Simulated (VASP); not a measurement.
Set up this calculation in VASP 6.6.1, as the native input.

```yaml
Task: single point
Functional: PBEsol
Potentials_or_basis: VASP PAW PBE potentials, release 64 (Li_sv, Se)
Cutoff: 750 eV
k_mesh: 5 × 5 × 5
Occupations: gaussian, width 0.01 eV
Spin: no spin polarisation
Dipole_correction: no
Further_INCAR_settings: ALGO = Normal; EDIFF = 1e-06; NBANDS = 13
```

The structure of Li2Se lies in POSCAR:

```
Li2Se
1.0
    0.0000000000      2.9201979507      2.9201979507
    2.9201979507      0.0000000000      2.9201979507
    2.9201979507      2.9201979507      0.0000000000
Li Se
2 1
Direct
    0.2500000000      0.2500000000      0.2500000000
    0.7500000000      0.7500000000      0.7500000000
    0.0000000000      0.0000000000      0.0000000000
```

The input as run:

INCAR

```
PREC = Accurate
ENCUT = 750
EDIFF = 1E-6
ISMEAR = 0
SIGMA = 0.01
LREAL = False
LASPH = True
NELM = 120
ALGO = Normal
ISIF = 2
LWAVE = False
LCHARG = False
GGA = PS
NBANDS = 13
GGA_COMPAT = False
```

KPOINTS

```
Automatic mesh
0
Gamma
  5 5 5
```

Potentials or basis: VASP PAW PBE potentials, release 64 (Li_sv, Se).

Run with:

```sh
$ cat potpaw_PBE.64/Li_sv/POTCAR potpaw_PBE.64/Se/POTCAR > POTCAR
$ mpirun -np 1 vasp_std > vasp.out
```

Results of the run:

```yaml
Pressure: 2.1 GPa
Band_gap_on_the_k_mesh: 3.04 eV, indirect (least direct gap 3.60 eV)
```

Caveat: the PAW data sets were made with another functional, which shifts forces and pressure a little.

Run time: 25 s on 1 thread of AMD EPYC 7R13, on a shared host, peak memory 0.2 GiB.
